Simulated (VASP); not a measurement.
Input of a VASP 6.6.1 run:

INCAR

```
SYSTEM = BeS
PREC = Accurate ; ENCUT = 520
EDIFF = 1E-8 ; ISMEAR = 0
SIGMA = 0.01 ; LREAL = .False.
LASPH = .True. ; NELM = 60
ALGO = Normal ; ISIF = 2
LWAVE = .False. ; LCHARG = .False.
GGA = PE ; LEPSILON = .True.
```

File KPOINTS:

```
regular mesh
0
Gamma
  8 8 8
  0 0 0
```

File POSCAR:

```
BeS
1.0
    0.0000000000      2.4343058979      2.4343058979
    2.4343058979      0.0000000000      2.4343058979
    2.4343058979      2.4343058979      0.0000000000
Be S
1 1
Direct
    0.0000000000      0.0000000000      0.0000000000
    0.7500000000      0.7500000000      0.7500000000
```

Potentials or basis: VASP PAW PBE potentials, release 64 (Be, S).

Run with:

```sh
$ cat potpaw_PBE.64/Be/POTCAR potpaw_PBE.64/S/POTCAR > POTCAR
$ mpirun -np 1 vasp_std > vasp.out
```

(1) What does it give for the electronic dielectric tensor (diagonal)?

(2) Predict the Born charges (mean of the diagonal).

(3) What does it give for the band gap on the k mesh?

## Answers

(1) 5.29.

(2) Be +1.63; S -1.63 e.

(3) 3.14 eV (least direct gap 5.67 eV).
